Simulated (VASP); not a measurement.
Input of a VASP 6.6.1 run:

The input INCAR:

```
SYSTEM = CdAu2S2
PREC     = Accurate       ! precision mode
ENCUT    = 520            ! plane-wave cutoff, eV
EDIFF    = 1E-6           ! SCF threshold, eV
ISMEAR   = 0              ! smearing method
SIGMA    = 0.1            ! smearing width, eV
LREAL    = .False.        ! projectors in reciprocal space
LASPH    = .True.         ! aspherical terms in the spheres
NELM     = 150            ! most SCF steps
ALGO     = Normal         ! electronic algorithm
ISIF     = 2              ! what is computed and relaxed
LWAVE    = .False.        ! write WAVECAR
LCHARG   = .False.        ! write CHGCAR
ISPIN    = 2              ! spin polarisation
MAGMOM   = 0 0 0 1 1      ! initial moments
LORBIT   = 11             ! projections on sites
LMAXMIX  = 4              ! l up to which the mixer works
GGA      = PE             ! functional
NBANDS   = 35             ! bands
```

KPOINTS

```
regular mesh
0
Gamma
  4 4 4
  0 0 0
```

Contents of POSCAR:

```
CdAu2S2
1.0
    5.5242512300      0.0000000000      0.0000000000
    0.0000000000      5.5242512300      0.0000000000
    0.0000000000      0.0000000000      4.3385157200
Cd S Au
1 2 2
Direct
    0.0000000000      0.0000000000      0.5000000000
    0.0000000000      0.5000000000      0.5000000000
    0.5000000000      0.0000000000      0.5000000000
    0.0000000000      0.5000000000      0.0000000000
    0.5000000000      0.0000000000      0.0000000000
```

Potentials or basis: VASP PAW PBE potentials, release 64 (Cd, S, Au).

The run is started by

```bash
$ cat potpaw_PBE.64/Cd/POTCAR potpaw_PBE.64/S/POTCAR potpaw_PBE.64/Au/POTCAR > POTCAR
$ mpirun -np 1 vasp_std > vasp.out
```

Problem. What does it give for the net moment?

Solution. 0.00 μB per cell.

Problem. Estimate the pressure.

Solution. 6.5 GPa.

Problem. Estimate the band gap on the k mesh.

Solution. Zero (filled and empty bands overlap).

Stress tensor (GPa, compression positive):
```
-0.83  0.00  0.00
 0.00 -0.83  0.00
 0.00  0.00 21.05
```

Caveat: the k points lie up to 0.36 Å⁻¹ apart, too coarse for converged energies and pressures of a metal; spin-orbit coupling is left out, which moves the levels of the heavy elements.
